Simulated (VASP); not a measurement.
Crystal: Pd.

```xyz
1
Lattice="0.0000 1.9334 1.9334 1.9334 0.0000 1.9334 1.9334 1.9334 0.0000" Properties=species:S:1:pos:R:3 pbc="T T T"
Pd    0.0000    0.0000    0.0000
```

Base run:

```yaml
Program: VASP 6.6.1
Functional: r2SCAN
Dispersion: rVV10
Potentials_or_basis: VASP PAW PBE potentials, release 64 (Pd)
Cutoff: 520 eV
k_mesh: 12 × 12 × 12
Occupations: fermi-dirac, width 0.05 eV
Spin: no spin polarisation
```

Its results: band gap on the k mesh zero (band 5 reaches 10.26 eV, above the bottom of band 6 at 8.52 eV); pressure 4.8 GPa.

Task: After a change of settings the same cell gave: band gap on the k mesh zero (band 5 reaches 10.27 eV, above the bottom of band 6 at 8.53 eV); pressure 5.5 GPa. Which change was it?
A. functional from r2SCAN to PBE; dispersion from rVV10 to D3(BJ)
B. potentials or basis from VASP PAW PBE potentials, release 64 (Pd) to VASP PAW PBE potentials, release 64 (Pd_sv_GW); cutoff from 520 eV to 590 eV; further incar settings from ALGO = Normal; EDIFF = 1e-06; NBANDS = 11 to ALGO = Normal; EDIFF = 1e-06; NBANDS = 15; valence electrons from 10 to 18
C. dispersion from rVV10 to D4
D. functional from r2SCAN to revPBE; dispersion from rVV10 to none

Result: C.

Caveats: the PAW data sets were made with another functional, which shifts forces and pressure a little; pairwise dispersion overbinds metals, which lowers pressure and volume (some runs).
